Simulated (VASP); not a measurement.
Input of a VASP 6.6.1 run:

File INCAR:

```
SYSTEM = HfO2
  PREC = Accurate
  ENCUT = 600
  EDIFF = 1E-6
  ISMEAR = 0
  SIGMA = 0.02
  LREAL = .FALSE.
  LASPH = .TRUE.
  NELM = 100
  ALGO = Normal
  ISIF = 3
  LWAVE = .FALSE.
  LCHARG = .FALSE.
  GGA = PE
  IBRION = 2
  NSW = 100
  EDIFFG = -0.01
```

The input KPOINTS:

```
regular mesh
0
G
  6 6 8
  0 0 0
```

The input POSCAR:

```
HfO2
1.0
    4.8763412056      0.0000000000      0.0000000000
    0.0000000000      4.8763412056      0.0000000000
    0.0000000000      0.0000000000      3.2386294316
Hf O
2 4
Direct
    0.0000000000      0.0000000000      0.0000000000
    0.5000000000      0.5000000000      0.5000000000
    0.1948637412      0.8051362588      0.5000000000
    0.3051362588      0.3051362588      0.0000000000
    0.6948637412      0.6948637412      0.0000000000
    0.8051362588      0.1948637412      0.5000000000
```

Potentials or basis: VASP PAW PBE potentials, release 64 (Hf_pv, O).

Launch:

```bash
$ cat potpaw_PBE.64/Hf_pv/POTCAR potpaw_PBE.64/O/POTCAR > POTCAR
$ mpirun -np 1 vasp_std > vasp.out
```

Predict the relaxed volume.

12.68 Å³/atom.

Estimate the band gap on the k mesh.

3.90 eV.

Step by step:
```csv
step,energy change (eV),largest force (eV/Å),pressure (GPa),volume (Å³)
1,0.0000,0.0590,-2.71,77.01
2,0.0137,0.1381,4.53,74.62
3,-0.0083,0.0107,-0.06,76.10
4,-0.0083,0.0123,-0.01,76.08
5,-0.0084,0.0018,0.03,76.05
```

Caveat: spin-orbit coupling is left out, which moves the levels of the heavy elements. A k mesh can miss the band edges.
